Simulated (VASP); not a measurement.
# HfN (Cm) in VASP: single point with PBEsol

Aim: the single point of HfN with PBEsol.

Program: VASP 6.6.1. These are calculated values, not measurements. Logs are shortened: lines on timing, memory, paths and dates and some standing lists are left out, and cuts for length are marked.

### Step 1. The cell of the first run

The structure is monoclinic, space group Cm (No. 8). The conventional cell has a = 6.013 Å, b = 3.472 Å, c = 3.472 Å, α = 90.00°, β = 125.26°, γ = 90.00°. Within 2.5 Å of Hf (site symmetry m) lie 4 N at 1.89 to 2.38 Å. N (site symmetry m) has 4 Hf at 1.89 to 2.38 Å within 2.5 Å.

### Step 2. Single point, PBEsol (atom 2 (N) moved by (-0.300, +0.000) A along [1 1 0] and z)

INCAR reads:

```
SYSTEM = HfN
PREC     = Accurate       ! precision mode
ENCUT    = 520            ! plane-wave cutoff, eV
EDIFF    = 1E-6           ! SCF threshold, eV
ISMEAR   = 0              ! smearing method
SIGMA    = 0.15           ! smearing width, eV
LREAL    = .FALSE.        ! projectors in reciprocal space
LASPH    = .TRUE.         ! aspherical terms in the spheres
NELM     = 60             ! most SCF steps
ALGO     = Normal         ! electronic algorithm
ISIF     = 2              ! what is computed and relaxed
LWAVE    = .FALSE.        ! write WAVECAR
LCHARG   = .FALSE.        ! write CHGCAR
GGA      = PS             ! functional
NBANDS   = 14             ! bands
```

KPOINTS reads:

```
Automatic mesh
0
G
  16 16 16
  0 0 0
```

POSCAR reads:

```
HfN
1.0
    0.0000000000      2.4548220000      2.4548220000
    2.4548220000      0.0000000000      2.4548220000
    2.4548220000      2.4548220000      0.0000000000
Hf N
1 1
Direct
    0.0000000000      0.0000000000      0.0000000000
    0.7500000000      0.7500000000      0.6635855739
```

Potentials or basis: VASP PAW PBE potentials, release 64 (Hf_pv, N).

On the command line:

```sh
cat potpaw_PBE.64/Hf_pv/POTCAR potpaw_PBE.64/N/POTCAR > POTCAR
mpirun -np 1 vasp_std > vasp.out
```

OUTCAR:

```text
SYSTEM = HfN
   PREC = Accurate
   ENCUT = 520
   EDIFF = 1E-6
   ISMEAR = 0
   LREAL = .FALSE.
   LASPH = .TRUE.
   NELM = 60
   ISIF = 2
   GGA = PS

 ion  position               nearest neighbor table
   1  0.000  0.000  0.000-   2 1.89   2 2.15   2 2.15   2 2.38
   2  0.750  0.750  0.664-   1 1.89   1 2.15   1 2.15   1 2.38

  LATTYP: Found a face centered cubic cell.
 ALAT       =     4.9096440000

  Lattice vectors:

 A1 = (   0.0000000000,   2.4548220000,   2.4548220000)
 A2 = (   2.4548220000,   0.0000000000,   2.4548220000)
 A3 = (   2.4548220000,   2.4548220000,   0.0000000000)

Analysis of symmetry for initial positions (statically):
=====================================================================
 Subroutine PRICEL returns:
 Original cell was already a primitive cell.

 Routine SETGRP: Setting up the symmetry group for a
 face centered cubic supercell.

 Subroutine GETGRP returns: Found  2 space group operations
 (whereof  2 operations were pure point group operations)
 out of a pool of 48 trial point group operations.

The static configuration has the point symmetry C_1h.

Analysis of symmetry for dynamics (positions and initial velocities):
=====================================================================
 Subroutine PRICEL returns:
 Original cell was already a primitive cell.

 Routine SETGRP: Setting up the symmetry group for a
 face centered cubic supercell.

 Subroutine GETGRP returns: Found  2 space group operations
 (whereof  2 operations were pure point group operations)
 out of a pool of 48 trial point group operations.

The dynamic configuration has the point symmetry C_1h.

 Subroutine INISYM returns: Found  2 space group operations
 (whereof  2 operations are pure point group operations),
 and found     1 'primitive' translations

----------------------------------------------------------------------------------------

                                     Primitive cell

  volume of cell :      29.5863

  direct lattice vectors                    reciprocal lattice vectors
     0.000000000  2.454822000  2.454822000    -0.203680756  0.203680756  0.203680756
     2.454822000  0.000000000  2.454822000     0.203680756 -0.203680756  0.203680756
     2.454822000  2.454822000  0.000000000     0.203680756  0.203680756 -0.203680756

  length of vectors
     3.471642566  3.471642566  3.471642566     0.352785417  0.352785417  0.352785417

  position of ions in fractional coordinates (direct lattice)
     0.000000000  0.000000000  0.000000000
     0.750000000  0.750000000  0.663585574

  ion indices of the primitive-cell ions
   primitive index   ion index
                 1           1
                 2           2

----------------------------------------------------------------------------------------

 KPOINTS: Automatic mesh

Automatic generation of k-mesh.
 Grid dimensions read from file:
 generate k-points for:   16   16   16

 Generating k-lattice:

  Cartesian coordinates                     Fractional coordinates (reciprocal lattice)
    -0.012730047  0.012730047  0.012730047     0.062500000  0.000000000  0.000000000
     0.012730047 -0.012730047  0.012730047     0.000000000  0.062500000  0.000000000
     0.012730047  0.012730047 -0.012730047     0.000000000  0.000000000  0.062500000

  Length of vectors
     0.022049089  0.022049089  0.022049089

  Shift w.r.t. Gamma in fractional coordinates (k-lattice)
     0.000000000  0.000000000  0.000000000

 Subroutine IBZKPT returns following result:
 ===========================================

 Found   1098 irreducible k-points:

 Following reciprocal coordinates:
            Coordinates               Weight
  0.000000  0.000000  0.000000      1.000000
  0.062500  0.000000  0.000000      4.000000
  0.000000  0.000000  0.062500      2.000000
  0.062500  0.062500  0.062500      2.000000
  0.125000  0.000000  0.000000      4.000000
  0.000000  0.000000  0.125000      2.000000
[... 16 lines left out ...]
  0.500000  0.000000  0.000000      2.000000
  0.000000  0.000000  0.500000      1.000000
 [... further k-points ...]
   k-points           NKPTS =   1098   k-points in BZ     NKDIM =   1098   number of bands    NBANDS=     14
   number of dos      NEDOS =    301   number of ions     NIONS =      2
   total plane-waves  NPLWV =  21952
   dimension x,y,z NGX =    28 NGY =   28 NGZ =   28
   dimension x,y,z NGXF=    56 NGYF=   56 NGZF=   56
   ions per type =               1   1
   NGX,Y,Z   is equivalent  to a cutoff of  13.41, 13.41, 13.41 a.u.
   NGXF,Y,Z  is equivalent  to a cutoff of  26.82, 26.82, 26.82 a.u.
 SYSTEM =  HfN
   PREC   = accura    normal or accurate (medium, high low for compatibility)
   ISTART =      0    job   : 0-new  1-cont  2-samecut
   ICHARG =      2    charge: 1-file 2-atom 10-const
   ISPIN  =      1    spin polarized calculation?
   LNONCOLLINEAR =      F non collinear calculations
   LSORBIT =      F    spin-orbit coupling
   LASPH  =      T    aspherical Exc in radial PAW
   ENCUT  =  520.0 eV  38.22 Ry    6.18 a.u.   6.45  6.45  6.45*2*pi/ulx,y,z
   NELM   =     60;   NELMIN=  2; NELMDL= -5     # of ELM steps
   EDIFF  = 0.1E-05   stopping-criterion for ELM
   LREAL  =      F    real-space projection
   EDIFFG = 0.1E-04   stopping-criterion for IOM
   NSW    =      0    number of steps for IOM
   IBRION =     -1    ionic relax: 0-MD 1-quasi-New 2-CG
   NFREE  =      0    steps in history (QN), initial steepest desc. (CG)
   ISIF   =      2    stress and relaxation
   ISYM   =      2    0-nonsym 1-usesym 2-fastsym
   POTIM  = 0.5000    time-step for ionic-motion
   TEBEG  =    0.0;   TEEND  =   0.0 temperature during run
   PSTRESS=    0.0 pullay stress
   NELECT =      15.0000    total number of electrons
   NUPDOWN=      -1.0000    fix difference up-down
   EMIN   =  10.00;   EMAX   =-10.00  energy-range for DOS
   EFERMI =   0.00;   METHOD = LEGACY
   ISMEAR =     0;   SIGMA  =   0.15  broadening in eV -4-tet -1-fermi 0-gaus
   EFERMI_NEDOS =   21; number of points for ismear=-14 and -15
   IALGO  =     38    algorithm
   IMIX   =      4    mixing-type and parameters
     AMIX     =   0.40;   BMIX     =  1.00
     AMIX_MAG =   1.60;   BMIX_MAG =  1.00
  volume/ion in A,a.u.               =      14.79        99.83
  Fermi-wavevector in a.u.,A,eV,Ry     =   1.305395  2.466839 23.185087  1.704056
  Thomas-Fermi vector in A             =   2.436267
   LORBIT       =      0    0 simple, 1 ext, 2 COOP (PROOUT), +10 PAW based schemes
   GGA     = PS    functional components
   LHFCALC =     F    Hartree Fock is set to
   AEXX    =    0.0000 exact exchange contribution
   IVDW    =     0    specifies the selected vdW correction
   LEPSILON=     F    determine dielectric tensor
   LRPA    =     F    only Hartree local field effects (RPA)
 non-spin polarized calculation
 Gauss-broadening in eV      SIGMA  =   0.15
  energy-cutoff  :      520.00
  volume of cell :       29.59
 maximum number of plane-waves:       821
 NGX is ok and might be reduce to    28
   NGX = 13   NGY = 13   NGZ = 13

 number of electron      15.0000001 magnetization

 Free energy of the ion-electron system (eV)
  ---------------------------------------------------
  ext. energy  EPLUGINS =         0.00000000
  ---------------------------------------------------
  free energy    TOTEN  =       -21.70657836 eV

  energy without entropy =      -21.69725332  energy(sigma->0) =      -21.70191584

 E-fermi :   5.4463     XC(G=0): -11.3770

 val. band max:        5.4455177178   @ k =   0.2500   0.0625   0.3125
 cond. band min:       5.4467234144   @ k =   0.1250  -0.4375  -0.1250
 fundamental gap:      0.0012056966
 Fermi energy:         5.4462900889

 k-point     1 :       0.0000    0.0000    0.0000
  band No.  band energies     occupation
      1     -25.5142      2.00000
      2     -25.3960      2.00000
      3     -25.3945      2.00000
      4     -10.4991      2.00000
      5      -0.0823      2.00000
      6      -0.0066      2.00000
      7       0.7287      2.00000
      8       4.6865      2.00000
      9       7.6828      0.00000
     10       7.7388      0.00000
     11      10.5991      0.00000
     12      12.9772      0.00000
     13      14.1164      0.00000
     14      17.8391      0.00000

 k-point     2 :       0.0625    0.0000    0.0000
  band No.  band energies     occupation
      1     -25.5208      2.00000
      2     -25.4105      2.00000
      3     -25.3977      2.00000
      4     -10.4487      2.00000
      5      -0.1066      2.00000
      6      -0.0048      2.00000
      7       0.7116      2.00000
      8       4.8666      2.00000
      9       7.6339      0.00000
     10       7.6930      0.00000
     11      10.7154      0.00000
     12      12.9132      0.00000
     13      14.0769      0.00000
     14      17.6748      0.00000

 k-point     3 :       0.0000    0.0000    0.0625
  band No.  band energies     occupation
      1     -25.5367      2.00000
      2     -25.3984      2.00000
      3     -25.3976      2.00000
      4     -10.4334      2.00000
      5      -0.1653      2.00000
      6       0.0524      2.00000
      7       0.7544      2.00000
      8       4.8546      2.00000
      9       7.5899      0.00000
     10       7.6411      0.00000
     11      10.7822      0.00000
     12      13.0182      0.00000
     13      13.9179      0.00000
     14      17.1956      0.00000
[... 324 lines left out ...]
 k-point    23 :       0.5000    0.0000    0.0000
  band No.  band energies     occupation
      1     -25.9079      2.00000
      2     -25.5572      2.00000
      3     -25.4491      2.00000
      4      -9.3029      2.00000
      5      -0.2372      2.00000
      6       0.4542      2.00000
      7       1.1547      2.00000
      8       6.8953      0.00000
      9       7.4430      0.00000
     10       9.0344      0.00000
     11       9.4714      0.00000
     12      11.2004      0.00000
     13      11.6439      0.00000
     14      14.9726      0.00000

 k-point    24 :       0.0000    0.0000    0.5000
  band No.  band energies     occupation
      1     -26.0675      2.00000
      2     -25.4748      2.00000
      3     -25.4583      2.00000
      4      -8.8805      2.00000
      5      -0.0128      2.00000
      6       1.0449      2.00000
      7       1.6579      2.00000
      8       5.5057      0.57533
      9       7.3432      0.00000
     10       8.7421      0.00000
     11       9.3202      0.00000
     12       9.6264      0.00000
     13      10.3609      0.00000
     14      16.8543      0.00000

 [... further k-points ...]
[... 5 lines left out ...]
  --------------------------------------------------------------------------------------
  -------------------------------------------------------------------------------------
  Total        0.4120071      0.4120071      1.1081635      1.2062878     -2.5473949     -2.5473949
  in kB       22.3113178     22.3113178     60.0101066     65.3238096   -137.9484532   -137.9484556
  external PRESSURE =      34.8775807 kB  Pullay stress =       0.0000000 kB

 VOLUME and BASIS-vectors are now :
 -----------------------------------------------------------------------------
  energy-cutoff  :      520.00
  volume of cell :       29.59
      direct lattice vectors                 reciprocal lattice vectors
     0.000000000  2.454822000  2.454822000    -0.203680756  0.203680756  0.203680756
     2.454822000  0.000000000  2.454822000     0.203680756 -0.203680756  0.203680756
     2.454822000  2.454822000  0.000000000     0.203680756  0.203680756 -0.203680756

 POSITION                                       TOTAL-FORCE (eV/Angst)
 -----------------------------------------------------------------------------------
      0.00000      0.00000      0.00000        -2.734269     -2.734269      1.661488
      3.47010      3.47010      3.68223         2.734269      2.734269     -1.661488
 -----------------------------------------------------------------------------------
    total drift:                                0.000320      0.000320     -0.000050

  FREE ENERGIE OF THE ION-ELECTRON SYSTEM (eV)
  ---------------------------------------------------
  free  energy   TOTEN  =       -21.7065783591 eV

  energy  without entropy=      -21.6972533189  energy(sigma->0) =      -21.70191584
```

Wall time 5.1 min (1 thread of Intel Xeon 6975P-C, shared host); peak memory 0.57 GiB.

Results:

```
Free energy   : -21.7066 eV
Pressure      : 3.5 GPa
Largest force : 4.209 eV/Å
```

Forces in eV/Å, atoms in the order of the input:
```
Hf  -2.734 -2.734  1.661
N    2.734  2.734 -1.661
```

Caveat: the cell differs from its parent crystal (atom 2 (N) moved by (-0.300, +0.000) A along [1 1 0] and z); the PAW data sets were made with another functional, which shifts forces and pressure a little; spin-orbit coupling is left out, which moves the levels of the heavy elements.
